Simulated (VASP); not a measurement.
A run of VASP 6.6.1:

Contents of INCAR:

```
ALGO = Normal
EDIFF = 1E-7
ENCUT = 520
GGA = PS
ISIF = 2
ISMEAR = 0
LASPH = T
LCHARG = F
LREAL = F
LWAVE = F
NBANDS = 49
NELM = 100
PREC = Accurate
SIGMA = 0.02
```

Contents of KPOINTS:

```
k-points
0
Gamma
  12 12 2
```

File POSCAR:

```
MoS2
1.0
    3.2373618351      0.0000000000      0.0000000000
   -1.6186809175      2.8036375904      0.0000000000
    0.0000000000      0.0000000000     18.4377959367
Mo S
3 6
Direct
    0.0000000000      0.0000000000      0.0002313507
    0.6666666667      0.3333333333      0.3335646841
    0.3333333333      0.6666666667      0.6668980174
    0.3333333333      0.6666666667      0.2507346701
    0.6666666667      0.3333333333      0.0830329791
    0.0000000000      0.0000000000      0.5840680035
    0.3333333333      0.6666666667      0.4163663124
    0.6666666667      0.3333333333      0.9174013368
    0.0000000000      0.0000000000      0.7496996458
```

Potentials or basis: VASP PAW PBE potentials, release 64 (Mo_sv, S).

The run is started by

```bash
$ cat potpaw_PBE.64/Mo_sv/POTCAR potpaw_PBE.64/S/POTCAR > POTCAR
$ mpirun -np 1 vasp_std > vasp.out
```

Hardware: 1 thread of Intel Xeon 8259CL, with other jobs on the host.

Problem. How long does it take, and how much memory?

Solution. Wall time 9 min on 1 thread of Intel Xeon 8259CL (shared host), peak memory 0.38 GiB. Counts: scf iterations 17, k points 38.
